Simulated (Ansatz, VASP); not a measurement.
# One calculation of ZnS, two programs

```
Zn S
1.0
     3.96937    0.00000    0.00000
    -1.98469    3.43758    0.00000
     0.00000    0.00000   11.50721
Zn S
4 4
Direct
  0.00000 0.00000 0.00005
  0.00000 0.00000 0.50005
  0.33333 0.66667 0.25002
  0.66667 0.33333 0.75002
  0.00000 0.00000 0.18729
  0.00000 0.00000 0.68729
  0.33333 0.66667 0.43764
  0.66667 0.33333 0.93764
```

Alike in both runs: task single point; functional PBE; k mesh 9 × 9 × 4; occupations gaussian, width 0.05 eV; no spin polarisation.

|  | VASP | Ansatz |
| --- | --- | --- |
| version | VASP 6.6.1 | Ansatz 0.2.0 |
| potentials or method | VASP PAW PBE potentials, release 64 (Zn, S), cutoff 520 eV | scalar-relativistic, plane waves, PAW |
| valence electrons in the cell | 72 | 72 |

Ansatz gave:

* gap on the k mesh at the Fermi level (eV): 1.99
* least direct gap on the mesh (eV): 1.99
* pressure (GPa): 4.1
* traceless stress, the component that is largest in VASP (GPa): 13.67
* rms of the force components (eV/Å): 0.757

**Question.** What did VASP give for the same quantities?

**Answer.** gap on the k mesh at the Fermi level (eV): 1.99; least direct gap on the mesh (eV): 1.99; pressure (GPa): 4.3; traceless stress, the component that is largest in VASP (GPa): 13.71; rms of the force components (eV/Å): 0.762.

Atom by atom the forces differ by 0.005 eV/Å (rms over components).
